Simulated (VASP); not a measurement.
# ZnF2 (P4_2/mnm) in VASP: electric field gradients with r2SCAN

Aim: the electric field gradients of ZnF2 with r2SCAN.

Program: VASP 6.6.1. These are calculated values, not measurements. Logs are shortened: lines on timing, memory, paths and dates and some standing lists are left out, and cuts for length are marked.

### 1 The cell of the first run

Symmetry: P4_2/mnm, No. 136, tetragonal system. Conventional cell: a = 4.703 Å, b = 4.703 Å, c = 3.133 Å, α = 90.00°, β = 90.00°, γ = 90.00°. Zn (site symmetry mmm) has 6 F at 2.02 to 2.04 Å within 2.7 Å. F (site symmetry m2m) has 3 Zn at 2.02 to 2.04 Å and 1 F at 2.62 Å within 2.7 Å.

### 2 Electric field gradients, r2SCAN

Input file POSCAR:

```
ZnF2
1.0
    4.7029441700      0.0000000000      0.0000000000
    0.0000000000      4.7029441700      0.0000000000
    0.0000000000      0.0000000000      3.1328902100
Zn F
2 4
Direct
    0.5000000000      0.5000000000      0.5000000000
    0.0000000000      0.0000000000      0.0000000000
    0.6968616200      0.6968616200      0.0000000000
    0.8031383800      0.1968616200      0.5000000000
    0.3031383800      0.3031383800      0.0000000000
    0.1968616200      0.8031383800      0.5000000000
```

Input file INCAR.step1:

```
ALGO = Normal
EDIFF = 1E-5
ENCUT = 580
GGA = PE
GGA_COMPAT = False
ISMEAR = -1
LASPH = True
LCHARG = False
LREAL = False
LWAVE = True
NBANDS = 35
NELM = 120
PREC = Accurate
SIGMA = 0.01
```

Input file INCAR.step2:

```
ALGO = Normal
EDIFF = 1E-8
ENCUT = 580
GGA_COMPAT = False
ISIF = 2
ISMEAR = -1
ISTART = 1
LASPH = True
LCHARG = False
LEFG = True
LMIXTAU = True
LREAL = False
LWAVE = False
METAGGA = R2SCAN
NBANDS = 35
NELM = 120
PREC = Accurate
SIGMA = 0.01
```

Input file KPOINTS:

```
k-points
0
Gamma
  7 7 11
```

Potentials or basis: VASP PAW PBE potentials, release 64 (Zn, F).

The run is started by

```sh
> cat potpaw_PBE.64/Zn/POTCAR potpaw_PBE.64/F/POTCAR > POTCAR
> cp INCAR.step1 INCAR
> mpirun -np 1 vasp_std > vasp.out
> cp INCAR.step2 INCAR
> mpirun -np 1 vasp_std > vasp.out
```

OUTCAR:

```text
EDIFF = 1E-8
   ENCUT = 580
   ISIF = 2
   ISMEAR = -1
   ISTART = 1
   LASPH = True
   LREAL = False
   METAGGA = R2SCAN
   NELM = 120
   PREC = Accurate

 ion  position               nearest neighbor table
   1  0.500  0.500  0.500-   4 2.02   6 2.02   5 2.04   3 2.04   3 2.04   5 2.04
   2  0.000  0.000  0.000-   3 2.02   5 2.02   4 2.04   6 2.04   4 2.04   6 2.04
   3  0.697  0.697  0.000-   2 2.02   1 2.04   1 2.04
   4  0.803  0.197  0.500-   1 2.02   2 2.04   2 2.04
   5  0.303  0.303  0.000-   2 2.02   1 2.04   1 2.04
   6  0.197  0.803  0.500-   1 2.02   2 2.04   2 2.04

  LATTYP: Found a simple tetragonal cell.
 ALAT       =     4.7029441700
 C/A-ratio  =     0.6661550928

  Lattice vectors:

 A1 = (   4.7029441700,   0.0000000000,   0.0000000000)
 A2 = (   0.0000000000,   4.7029441700,   0.0000000000)
 A3 = (   0.0000000000,   0.0000000000,   3.1328902100)

Analysis of symmetry for initial positions (statically):
=====================================================================
 Subroutine PRICEL returns:
 Original cell was already a primitive cell.

 Routine SETGRP: Setting up the symmetry group for a
 simple tetragonal supercell.

 Subroutine GETGRP returns: Found 16 space group operations
 (whereof  8 operations were pure point group operations)
 out of a pool of 16 trial point group operations.

The static configuration has the point symmetry D_2h.
 The point group associated with its full space group is D_4h.

Analysis of symmetry for dynamics (positions and initial velocities):
=====================================================================
 Subroutine PRICEL returns:
 Original cell was already a primitive cell.

 Routine SETGRP: Setting up the symmetry group for a
 simple tetragonal supercell.

 Subroutine GETGRP returns: Found 16 space group operations
 (whereof  8 operations were pure point group operations)
 out of a pool of 16 trial point group operations.

The dynamic configuration has the point symmetry D_2h.
 The point group associated with its full space group is D_4h.

 Subroutine INISYM returns: Found 16 space group operations
 (whereof  8 operations are pure point group operations),
 and found     1 'primitive' translations

----------------------------------------------------------------------------------------

                                     Primitive cell

  volume of cell :      69.2923

  direct lattice vectors                    reciprocal lattice vectors
     4.702944170  0.000000000  0.000000000     0.212632760  0.000000000  0.000000000
     0.000000000  4.702944170  0.000000000     0.000000000  0.212632760  0.000000000
     0.000000000  0.000000000  3.132890210     0.000000000  0.000000000  0.319194077

  length of vectors
     4.702944170  4.702944170  3.132890210     0.212632760  0.212632760  0.319194077

  position of ions in fractional coordinates (direct lattice)
     0.500000000  0.500000000  0.500000000
     0.000000000  0.000000000  0.000000000
     0.696861620  0.696861620  0.000000000
     0.803138380  0.196861620  0.500000000
     0.303138380  0.303138380  0.000000000
     0.196861620  0.803138380  0.500000000

  ion indices of the primitive-cell ions
   primitive index   ion index
                 1           1
                 2           2
                 3           3
                 4           4
                 5           5
                 6           6

----------------------------------------------------------------------------------------

 KPOINTS: k-points

Automatic generation of k-mesh.
 Grid dimensions read from file:
 generate k-points for:    7    7   11
[... 56 lines left out ...]
   ISTART =      1    job   : 0-new  1-cont  2-samecut
   ICHARG =      0    charge: 1-file 2-atom 10-const
   ISPIN  =      1    spin polarized calculation?
   LNONCOLLINEAR =      F non collinear calculations
   LSORBIT =      F    spin-orbit coupling
   LASPH  =      T    aspherical Exc in radial PAW
   ENCUT  =  580.0 eV  42.63 Ry    6.53 a.u.   9.24  9.24  6.15*2*pi/ulx,y,z
   NELM   =    120;   NELMIN=  2; NELMDL=  0     # of ELM steps
   EDIFF  = 0.1E-07   stopping-criterion for ELM
   LREAL  =      F    real-space projection
   EDIFFG = 0.1E-06   stopping-criterion for IOM
   NSW    =      0    number of steps for IOM
   IBRION =     -1    ionic relax: 0-MD 1-quasi-New 2-CG
   NFREE  =      0    steps in history (QN), initial steepest desc. (CG)
   ISIF   =      2    stress and relaxation
   ISYM   =      2    0-nonsym 1-usesym 2-fastsym
   POTIM  = 0.5000    time-step for ionic-motion
   TEBEG  =    0.0;   TEEND  =   0.0 temperature during run
   PSTRESS=    0.0 pullay stress
   NELECT =      52.0000    total number of electrons
   NUPDOWN=      -1.0000    fix difference up-down
   EMIN   =  10.00;   EMAX   =-10.00  energy-range for DOS
   EFERMI =   0.00;   METHOD = LEGACY
   ISMEAR =    -1;   SIGMA  =   0.01  broadening in eV -4-tet -1-fermi 0-gaus
   EFERMI_NEDOS =   21; number of points for ismear=-14 and -15
   IALGO  =     38    algorithm
   IMIX   =      4    mixing-type and parameters
     AMIX     =   0.40;   BMIX     =  1.00
     AMIX_MAG =   1.60;   BMIX_MAG =  1.00
  volume/ion in A,a.u.               =      11.55        77.93
  Fermi-wavevector in a.u.,A,eV,Ry     =   1.487696  2.811339 30.112970  2.213241
  Thomas-Fermi vector in A             =   2.600825
   LORBIT       =      0    0 simple, 1 ext, 2 COOP (PROOUT), +10 PAW based schemes
   METAGGA = R2SCAN    functional components
   LHFCALC =     F    Hartree Fock is set to
   AEXX    =    0.0000 exact exchange contribution
   IVDW    =     0    specifies the selected vdW correction
   LEPSILON=     F    determine dielectric tensor
   LRPA    =     F    only Hartree local field effects (RPA)
 non-spin polarized calculation
  energy-cutoff  :      580.00
  volume of cell :       69.29
 maximum number of plane-waves:      2218
 NGX is ok and might be reduce to    40
   NGX = 19   NGY = 19   NGZ = 13

 number of electron      52.0000010 magnetization

 Free energy of the ion-electron system (eV)
  ---------------------------------------------------
  ext. energy  EPLUGINS =         0.00000000
  ---------------------------------------------------
  free energy    TOTEN  =       -45.67342209 eV

  energy without entropy =      -45.67342209  energy(sigma->0) =      -45.67342209

 E-fermi :  -1.4072     XC(G=0): -10.9605

 val. band max:       -1.6241722249   @ k =   0.0000   0.0000   0.0000
 cond. band min:       2.5837947302   @ k =   0.0000   0.0000   0.0000
 fundamental gap:      4.2079669551
 Fermi energy:        -1.4071554956

 k-point     1 :       0.0000    0.0000    0.0000
  band No.  band energies     occupation
      1     -24.7503      2.00000
      2     -24.0106      2.00000
      3     -24.0106      2.00000
      4     -23.9722      2.00000
      5      -7.9076      2.00000
      6      -7.0764      2.00000
[... 901 lines left out ...]
     34      14.0413      0.00000
     35      15.1286      0.00000

 [... further k-points ...]

------------------------ aborting loop because EDIFF is reached ----------------------------------------

  FORCE on cell =-STRESS in cart. coord.  units (eV):
  Direction    XX          YY          ZZ          XY          YZ          ZX
  --------------------------------------------------------------------------------------
  -------------------------------------------------------------------------------------
  Total        0.1113589      0.1113589      0.1112730      0.0000000      0.0000000      0.0000000
  in kB        2.5748425      2.5748425      2.5728554      0.0000000      0.0000000      0.0000000
  external PRESSURE =       2.5741801 kB  Pullay stress =       0.0000000 kB

 VOLUME and BASIS-vectors are now :
 -----------------------------------------------------------------------------
  energy-cutoff  :      580.00
  volume of cell :       69.29
      direct lattice vectors                 reciprocal lattice vectors
     4.702944170  0.000000000  0.000000000     0.212632760  0.000000000  0.000000000
     0.000000000  4.702944170  0.000000000     0.000000000  0.212632760  0.000000000
     0.000000000  0.000000000  3.132890210     0.000000000  0.000000000  0.319194077

 POSITION                                       TOTAL-FORCE (eV/Angst)
 -----------------------------------------------------------------------------------
      2.35147      2.35147      1.56645        -0.000000     -0.000000     -0.000000
      0.00000      0.00000      0.00000        -0.000000     -0.000000     -0.000000
      3.27730      3.27730      0.00000         0.004102      0.004102      0.000000
      3.77711      0.92583      1.56645        -0.004102      0.004102      0.000000
      1.42564      1.42564      0.00000        -0.004102     -0.004102     -0.000000
      0.92583      3.77711      1.56645         0.004102     -0.004102     -0.000000
 -----------------------------------------------------------------------------------
    total drift:                               -0.000000     -0.000000     -0.000000

  FREE ENERGIE OF THE ION-ELECTRON SYSTEM (eV)
  ---------------------------------------------------
  free  energy   TOTEN  =       -45.6734220893 eV

  energy  without entropy=      -45.6734220893  energy(sigma->0) =      -45.67342209

 Electric field gradients (V/A^2)
---------------------------------------------------------------------
 ion       V_xx      V_yy      V_zz      V_xy      V_xz      V_yz
---------------------------------------------------------------------
   1       6.338     6.338   -12.676    16.219    -0.000     0.000
   2       6.338     6.338   -12.676   -16.219    -0.000    -0.000
   3     -12.753   -12.753    25.506    71.234     0.000    -0.000
   4     -12.753   -12.753    25.506   -71.234     0.000     0.000
   5     -12.753   -12.753    25.506    71.234     0.000     0.000
   6     -12.753   -12.753    25.506   -71.234     0.000     0.000
---------------------------------------------------------------------

 Electric field gradients after diagonalization (V/A^2)
 (convention: |V_zz| > |V_xx| > |V_yy|)
----------------------------------------------------------------------
 ion       V_xx      V_yy      V_zz     asymmetry (V_yy - V_xx)/ V_zz
----------------------------------------------------------------------
   1     -12.676    -9.881    22.557       0.124
   2     -12.676    -9.881    22.557       0.124
   3      58.481    25.506   -83.988       0.393
   4      58.481    25.506   -83.988       0.393
   5      58.481    25.506   -83.988       0.393
   6      58.481    25.506   -83.988       0.393
----------------------------------------------------------------------

           NMR quadrupolar parameters

 Cq : quadrupolar parameter    Cq=e*Q*V_zz/h
 eta: asymmetry parameters     (V_yy - V_xx)/ V_zz
 Q  : nuclear electric quadrupole moment in mb (millibarn)
----------------------------------------------------------------------
 ion       Cq(MHz)       eta       Q (mb)
----------------------------------------------------------------------
   1       0.055       0.124       1.000
   2       0.055       0.124       1.000
   3      -0.203       0.393       1.000
   4      -0.203       0.393       1.000
   5      -0.203       0.393       1.000
   6      -0.203       0.393       1.000
----------------------------------------------------------------------
```

Run time: 6.3 min. Hardware: 1 thread of Intel Xeon 6975P-C (Granite Rapids), shared host; peak memory 0.3 GiB.

Results:

```
Free energy                             : -45.6734 eV
Pressure                                : 0.3 GPa
Largest force                           : 0.006 eV/Å
Band gap on the k mesh                  : 4.21 eV
Largest electric field gradient by atom : Zn +22.6; F -84.0 V/Å²
```

Forces on the atoms (eV/Å):
```
Zn   0.000  0.000  0.000
Zn   0.000  0.000  0.000
F    0.004  0.004  0.000
F   -0.004  0.004  0.000
F   -0.004 -0.004  0.000
F    0.004 -0.004  0.000
```

Electric field gradients, principal values (V/Å²):
| atom | least | middle | greatest (by size) |
| --- | --- | --- | --- |
| 1 Zn | -9.881 | -12.676 | 22.557 |
| 2 Zn | -9.881 | -12.676 | 22.557 |
| 3 F | 25.506 | 58.481 | -83.988 |
| 4 F | 25.506 | 58.481 | -83.988 |
| 5 F | 25.506 | 58.481 | -83.988 |
| 6 F | 25.506 | 58.481 | -83.988 |

Caveat: without QUAD_EFG the Cq values of the log hold for a quadrupole moment of 1 mb, not for the nuclei; the PAW data sets were made with another functional, which shifts forces and pressure a little; an odd mesh through Γ misses points on the zone boundary, where band edges can lie.
